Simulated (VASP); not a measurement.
A run of VASP 6.6.1:

File INCAR:

```
PREC     = Accurate       # precision mode
ENCUT    = 520            # plane-wave cutoff, eV
EDIFF    = 1E-7           # SCF threshold, eV
ISMEAR   = -1             # smearing method
SIGMA    = 0.17           # smearing width, eV
LREAL    = Auto         
LASPH    = True           # aspherical terms in the spheres
NELM     = 80             # most SCF steps
ALGO     = Normal         # electronic algorithm
ISIF     = 2              # what is computed and relaxed
LWAVE    = False          # write WAVECAR
LCHARG   = False          # write CHGCAR
GGA      = PE             # functional
NBANDS   = 86             # bands
```

File KPOINTS:

```
Automatic mesh
0
Gamma
  2 2 2
```

The input POSCAR:

```
WC
1.0
   -2.9549430000     -5.1181120000      0.0000000000
    4.4324150000     -2.5590560000      0.0000000000
    0.0000000000      0.0000000000      5.7954480000
W C
8 8
Direct
    0.6942783319      0.5150359109      0.0279702277
    0.7070853128      0.5171665549      0.5525716045
    0.4813318778      0.0244580580      0.0420674985
    0.4698037629      0.0128921459      0.5349198198
    0.2241948439      0.5066499831      0.0419122042
    0.2235647490      0.5203757071      0.5487237570
   -0.0286589588      0.0174203928      0.0357694522
   -0.0310357119      0.0138505173      0.5525888594
    0.4654169896      0.6688183926      0.2919015061
    0.4622304445      0.6825770187      0.7904652065
    0.2096890085      0.1504414789      0.2912113093
    0.2245441848      0.1700461863      0.7885154004
   -0.0221679722      0.6842984932      0.2946105288
   -0.0355538613      0.6820752043      0.8023020826
    0.7083492109      0.1899487169      0.3026685771
    0.7036253262      0.1898226435      0.7836150027
```

Potentials or basis: VASP PAW PBE potentials, release 64 (W_sv, C).

Launch:

```sh
$ cat potpaw_PBE.64/W_sv/POTCAR potpaw_PBE.64/C/POTCAR > POTCAR
$ mpirun -np 1 vasp_std > vasp.out
```

Hardware: 1 thread of AMD EPYC 9R45 96-Core Processor (Zen 5), on a shared host.

Problem. Estimate the wall time of this run.

Solution. Wall time 2.7 min on 1 thread of AMD EPYC 9R45 96-Core Processor (Zen 5), with other jobs on the host, peak memory 0.3 GiB. Counts: scf iterations 17, k points 8.
